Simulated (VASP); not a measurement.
# HfB (Fm-3m) in VASP: a series of runs

The runs below take HfB through single point, with PBE.

All numbers are computed with VASP 6.6.1; they aren't measurements. Logs are shortened: lines on timing, memory, paths and dates and some standing lists are left out, and cuts for length are marked.

## Step 1: The cell of the first run

It takes space group Fm-3m (No. 225, cubic). Conventional cell: a = 4.620 Å, b = 4.620 Å, c = 4.620 Å, α = 90.00°, β = 90.00°, γ = 90.00°. Within 3.1 Å of Hf (site symmetry m-3m) lie 6 B at 2.31 Å. B (site symmetry m-3m) has 6 Hf at 2.31 Å within 3.1 Å.

## Step 2: Single point, PBE

INCAR reads:

```
SYSTEM = HfB
ALGO = Normal
EDIFF = 1E-7
ENCUT = 520
GGA = PE
ISIF = 2
ISMEAR = 0
LASPH = .True.
LCHARG = .False.
LREAL = .False.
LWAVE = .False.
NBANDS = 14
NELM = 80
PREC = Accurate
SIGMA = 0.15
```

KPOINTS reads:

```
k-points
0
Gamma
  18 18 18
  0 0 0
```

POSCAR reads:

```
HfB
1.0
    0.0000000000      2.3100000000      2.3100000000
    2.3100000000      0.0000000000      2.3100000000
    2.3100000000      2.3100000000      0.0000000000
Hf B
1 1
Direct
    0.5000000000      0.5000000000      0.5000000000
    0.0000000000      0.0000000000      0.0000000000
```

Potentials or basis: VASP PAW PBE potentials, release 64 (Hf_pv, B).

Started as:

```sh
> cat potpaw_PBE.64/Hf_pv/POTCAR potpaw_PBE.64/B/POTCAR > POTCAR
> mpirun -np 1 vasp_std > vasp.out
```

OUTCAR:

```text
SYSTEM = HfB
   EDIFF = 1E-7
   ENCUT = 520
   GGA = PE
   ISIF = 2
   ISMEAR = 0
   LASPH = .True.
   LREAL = .False.
   NELM = 80
   PREC = Accurate

 ion  position               nearest neighbor table
   1  0.500  0.500  0.500-   2 2.31   2 2.31   2 2.31   2 2.31   2 2.31   2 2.31
   2  0.000  0.000  0.000-   1 2.31   1 2.31   1 2.31   1 2.31   1 2.31   1 2.31

  LATTYP: Found a face centered cubic cell.
 ALAT       =     4.6200000000

  Lattice vectors:

 A1 = (   0.0000000000,   2.3100000000,   2.3100000000)
 A2 = (   2.3100000000,   0.0000000000,   2.3100000000)
 A3 = (   2.3100000000,   2.3100000000,   0.0000000000)

Analysis of symmetry for initial positions (statically):
=====================================================================
 Subroutine PRICEL returns:
 Original cell was already a primitive cell.

 Routine SETGRP: Setting up the symmetry group for a
 face centered cubic supercell.

 Subroutine GETGRP returns: Found 48 space group operations
 (whereof 48 operations were pure point group operations)
 out of a pool of 48 trial point group operations.

The static configuration has the point symmetry O_h .

Analysis of symmetry for dynamics (positions and initial velocities):
=====================================================================
 Subroutine PRICEL returns:
 Original cell was already a primitive cell.

 Routine SETGRP: Setting up the symmetry group for a
 face centered cubic supercell.

 Subroutine GETGRP returns: Found 48 space group operations
 (whereof 48 operations were pure point group operations)
 out of a pool of 48 trial point group operations.

The dynamic configuration has the point symmetry O_h .

 Subroutine INISYM returns: Found 48 space group operations
 (whereof 48 operations are pure point group operations),
 and found     1 'primitive' translations

----------------------------------------------------------------------------------------

                                     Primitive cell

  volume of cell :      24.6528

  direct lattice vectors                    reciprocal lattice vectors
     0.000000000  2.310000000  2.310000000    -0.216450216  0.216450216  0.216450216
     2.310000000  0.000000000  2.310000000     0.216450216 -0.216450216  0.216450216
     2.310000000  2.310000000  0.000000000     0.216450216  0.216450216 -0.216450216

  length of vectors
     3.266833329  3.266833329  3.266833329     0.374902772  0.374902772  0.374902772

  position of ions in fractional coordinates (direct lattice)
     0.500000000  0.500000000  0.500000000
     0.000000000  0.000000000  0.000000000

  ion indices of the primitive-cell ions
   primitive index   ion index
                 1           1
                 2           2

----------------------------------------------------------------------------------------

 KPOINTS: k-points

Automatic generation of k-mesh.
 Grid dimensions read from file:
 generate k-points for:   18   18   18

 Generating k-lattice:

  Cartesian coordinates                     Fractional coordinates (reciprocal lattice)
    -0.012025012  0.012025012  0.012025012     0.055555556  0.000000000  0.000000000
     0.012025012 -0.012025012  0.012025012     0.000000000  0.055555556  0.000000000
     0.012025012  0.012025012 -0.012025012     0.000000000  0.000000000  0.055555556

  Length of vectors
     0.020827932  0.020827932  0.020827932

  Shift w.r.t. Gamma in fractional coordinates (k-lattice)
     0.000000000  0.000000000  0.000000000

 Subroutine IBZKPT returns following result:
 ===========================================

 Found    195 irreducible k-points:

 Following reciprocal coordinates:
            Coordinates               Weight
  0.000000  0.000000  0.000000      1.000000
  0.055556  0.000000  0.000000      8.000000
  0.111111  0.000000  0.000000      8.000000
  0.166667  0.000000  0.000000      8.000000
  0.222222  0.000000  0.000000      8.000000
  0.277778  0.000000  0.000000      8.000000
[... 16 lines left out ...]
 -0.277778  0.055556  0.000000     24.000000
 -0.222222  0.055556  0.000000     24.000000
 [... further k-points ...]
   k-points           NKPTS =    195   k-points in BZ     NKDIM =    195   number of bands    NBANDS=     14
   number of dos      NEDOS =    301   number of ions     NIONS =      2
   total plane-waves  NPLWV =  13824
   dimension x,y,z NGX =    24 NGY =   24 NGZ =   24
   dimension x,y,z NGXF=    48 NGYF=   48 NGZF=   48
   ions per type =               1   1
   NGX,Y,Z   is equivalent  to a cutoff of  12.21, 12.21, 12.21 a.u.
   NGXF,Y,Z  is equivalent  to a cutoff of  24.43, 24.43, 24.43 a.u.
 SYSTEM =  HfB
   PREC   = accura    normal or accurate (medium, high low for compatibility)
   ISTART =      0    job   : 0-new  1-cont  2-samecut
   ICHARG =      2    charge: 1-file 2-atom 10-const
   ISPIN  =      1    spin polarized calculation?
   LNONCOLLINEAR =      F non collinear calculations
   LSORBIT =      F    spin-orbit coupling
   LASPH  =      T    aspherical Exc in radial PAW
   ENCUT  =  520.0 eV  38.22 Ry    6.18 a.u.   6.07  6.07  6.07*2*pi/ulx,y,z
   NELM   =     80;   NELMIN=  2; NELMDL= -5     # of ELM steps
   EDIFF  = 0.1E-06   stopping-criterion for ELM
   LREAL  =      F    real-space projection
   EDIFFG = 0.1E-05   stopping-criterion for IOM
   NSW    =      0    number of steps for IOM
   IBRION =     -1    ionic relax: 0-MD 1-quasi-New 2-CG
   NFREE  =      0    steps in history (QN), initial steepest desc. (CG)
   ISIF   =      2    stress and relaxation
   ISYM   =      2    0-nonsym 1-usesym 2-fastsym
   POTIM  = 0.5000    time-step for ionic-motion
   TEBEG  =    0.0;   TEEND  =   0.0 temperature during run
   PSTRESS=    0.0 pullay stress
   NELECT =      13.0000    total number of electrons
   NUPDOWN=      -1.0000    fix difference up-down
   EMIN   =  10.00;   EMAX   =-10.00  energy-range for DOS
   EFERMI =   0.00;   METHOD = LEGACY
   ISMEAR =     0;   SIGMA  =   0.15  broadening in eV -4-tet -1-fermi 0-gaus
   EFERMI_NEDOS =   21; number of points for ismear=-14 and -15
   IALGO  =     38    algorithm
   IMIX   =      4    mixing-type and parameters
     AMIX     =   0.40;   BMIX     =  1.00
     AMIX_MAG =   1.60;   BMIX_MAG =  1.00
  volume/ion in A,a.u.               =      12.33        83.18
  Fermi-wavevector in a.u.,A,eV,Ry     =   1.322617  2.499383 23.800871  1.749315
  Thomas-Fermi vector in A             =   2.452285
   LORBIT       =      0    0 simple, 1 ext, 2 COOP (PROOUT), +10 PAW based schemes
   GGA     = PE    functional components
   LHFCALC =     F    Hartree Fock is set to
   AEXX    =    0.0000 exact exchange contribution
   IVDW    =     0    specifies the selected vdW correction
   LEPSILON=     F    determine dielectric tensor
   LRPA    =     F    only Hartree local field effects (RPA)
 non-spin polarized calculation
 Gauss-broadening in eV      SIGMA  =   0.15
  energy-cutoff  :      520.00
  volume of cell :       24.65
 maximum number of plane-waves:       680
   NGX = 13   NGY = 13   NGZ = 13

 number of electron      13.0000002 magnetization

 Free energy of the ion-electron system (eV)
  ---------------------------------------------------
  ext. energy  EPLUGINS =         0.00000000
  ---------------------------------------------------
  free energy    TOTEN  =       -17.15657549 eV

  energy without entropy =      -17.14494593  energy(sigma->0) =      -17.15076071

 E-fermi :   5.1343     XC(G=0): -12.3028

 val. band max:        5.1147086591   @ k =   0.3889   0.1667   0.0000
 cond. band min:       5.1579934682   @ k =  -0.3889   0.3333   0.0000
 fundamental gap:      0.0432848091
 Fermi energy:         5.1342567225

 k-point     1 :       0.0000    0.0000    0.0000
  band No.  band energies     occupation
      1     -23.1713      2.00000
      2     -23.1713      2.00000
      3     -23.1713      2.00000
      4      -4.4469      2.00000
      5       7.3274      0.00000
      6       7.3274      0.00000
      7       7.3274      0.00000
      8       9.0853      0.00000
      9       9.0853      0.00000
     10       9.0853      0.00000
     11       9.3537      0.00000
     12       9.3537      0.00000
     13      16.8020      0.00000
     14      18.1393      0.00000

 k-point     2 :       0.0556    0.0000    0.0000
  band No.  band energies     occupation
      1     -23.1950      2.00000
      2     -23.1737      2.00000
      3     -23.1737      2.00000
      4      -4.3567      2.00000
      5       6.9869      0.00000
      6       7.2791      0.00000
      7       7.2791      0.00000
      8       8.3144      0.00000
      9       8.3144      0.00000
     10       9.2789      0.00000
     11      10.3532      0.00000
     12      10.3532      0.00000
     13      17.0353      0.00000
     14      18.2434      0.00000

 k-point     3 :       0.1111    0.0000    0.0000
  band No.  band energies     occupation
      1     -23.2625      2.00000
      2     -23.1806      2.00000
      3     -23.1806      2.00000
      4      -4.0922      2.00000
      5       6.2555      0.00000
      6       6.8247      0.00000
      7       6.8247      0.00000
      8       8.0687      0.00000
      9       8.0687      0.00000
     10       9.6064      0.00000
     11      11.5890      0.00000
     12      11.5890      0.00000
     13      17.6984      0.00000
     14      18.5199      0.00000
[... 324 lines left out ...]
 k-point    23 :      -0.2778    0.0556    0.0000
  band No.  band energies     occupation
      1     -23.6518      2.00000
      2     -23.2488      2.00000
      3     -23.2127      2.00000
      4      -2.1706      2.00000
      5       3.3909      2.00000
      6       4.5393      2.00000
      7       4.7185      1.99991
      8       9.3593      0.00000
      9      10.0122      0.00000
     10      10.8842      0.00000
     11      15.3008      0.00000
     12      16.8692      0.00000
     13      17.8024      0.00000
     14      20.3028      0.00000

 k-point    24 :      -0.2222    0.0556    0.0000
  band No.  band energies     occupation
      1     -23.5303      2.00000
      2     -23.2348      2.00000
      3     -23.1986      2.00000
      4      -2.8422      2.00000
      5       4.2138      2.00000
      6       5.0469      1.58996
      7       5.2137      0.45407
      8       8.7020      0.00000
      9       9.4880      0.00000
     10      10.4798      0.00000
     11      13.9981      0.00000
     12      15.4991      0.00000
     13      18.7100      0.00000
     14      20.2737      0.00000

 [... further k-points ...]

------------------------ aborting loop because EDIFF is reached ----------------------------------------

  FORCE on cell =-STRESS in cart. coord.  units (eV):
  Direction    XX          YY          ZZ          XY          YZ          ZX
  --------------------------------------------------------------------------------------
  -------------------------------------------------------------------------------------
  Total        4.7229151      4.7229151      4.7229151      0.0000000     -0.0000000      0.0000000
  in kB      306.9409188    306.9409188    306.9409188      0.0000000     -0.0000000      0.0000000
  external PRESSURE =     306.9409188 kB  Pullay stress =       0.0000000 kB

 VOLUME and BASIS-vectors are now :
 -----------------------------------------------------------------------------
  energy-cutoff  :      520.00
  volume of cell :       24.65
      direct lattice vectors                 reciprocal lattice vectors
     0.000000000  2.310000000  2.310000000    -0.216450216  0.216450216  0.216450216
     2.310000000  0.000000000  2.310000000     0.216450216 -0.216450216  0.216450216
     2.310000000  2.310000000  0.000000000     0.216450216  0.216450216 -0.216450216

 POSITION                                       TOTAL-FORCE (eV/Angst)
 -----------------------------------------------------------------------------------
      2.31000      2.31000      2.31000        -0.000000      0.000000     -0.000000
      0.00000      0.00000      0.00000         0.000000      0.000000      0.000000
 -----------------------------------------------------------------------------------
    total drift:                                0.000000     -0.000000      0.000000

  FREE ENERGIE OF THE ION-ELECTRON SYSTEM (eV)
  ---------------------------------------------------
  free  energy   TOTEN  =       -17.1565754901 eV

  energy  without entropy=      -17.1449459260  energy(sigma->0) =      -17.15076071
```

Wall time 56 s (1 thread of Intel Xeon 8259CL, shared host); peak memory 0.19 GiB.

What came out:

- Free energy: -17.1566 eV
- Pressure: 30.7 GPa

Caveat: spin-orbit coupling is left out, which moves the levels of the heavy elements.

## Step 3: Single point, PBE

INCAR reads:

```
  PREC = Accurate
  ENCUT = 520
  EDIFF = 1E-7
  ISMEAR = 0
  SIGMA = 0.15
  LREAL = F
  LASPH = T
  NELM = 60
  ALGO = Normal
  ISIF = 2
  LWAVE = F
  LCHARG = T
  GGA = PE
  LELF = T
  LVHAR = T
  NBANDS = 14
```

KPOINTS reads:

```
Automatic mesh
0
Gamma
  20 20 20
```

POSCAR is that of step 2.

Potentials or basis: VASP PAW PBE potentials, release 64 (Hf_pv, B).

Started as:

```sh
> cat potpaw_PBE.64/Hf_pv/POTCAR potpaw_PBE.64/B/POTCAR > POTCAR
> mpirun -np 1 vasp_std > vasp.out
```

Run time: 72 s. Hardware: 1 thread of Intel Xeon 8259CL, shared host; peak memory 0.21 GiB.

The run converged. Its results:

```yaml
Free_energy: -17.1573 eV
Pressure: 30.7 GPa
```

Levels at points of the mesh, in eV from the Fermi level:
| k point | band 4 | band 5 | band 6 | band 7 | band 8 | band 9 | band 10 | band 11 |
| --- | --- | --- | --- | --- | --- | --- | --- | --- |
| (0.00, 0.00, 0.00) | -9.58 | 2.19 | 2.19 | 2.19 | 3.95 | 3.95 | 3.95 | 4.22 |
| (0.50, 0.00, 0.00) | -5.03 | -4.07 | -1.38 | -1.38 | 6.53 | 6.53 | 7.59 | 8.45 |
| (0.50, 0.50, 0.00) | -6.75 | -1.11 | -0.92 | 2.36 | 2.36 | 6.25 | 7.91 | 7.91 |

Caveat: spin-orbit coupling is left out, which moves the levels of the heavy elements.
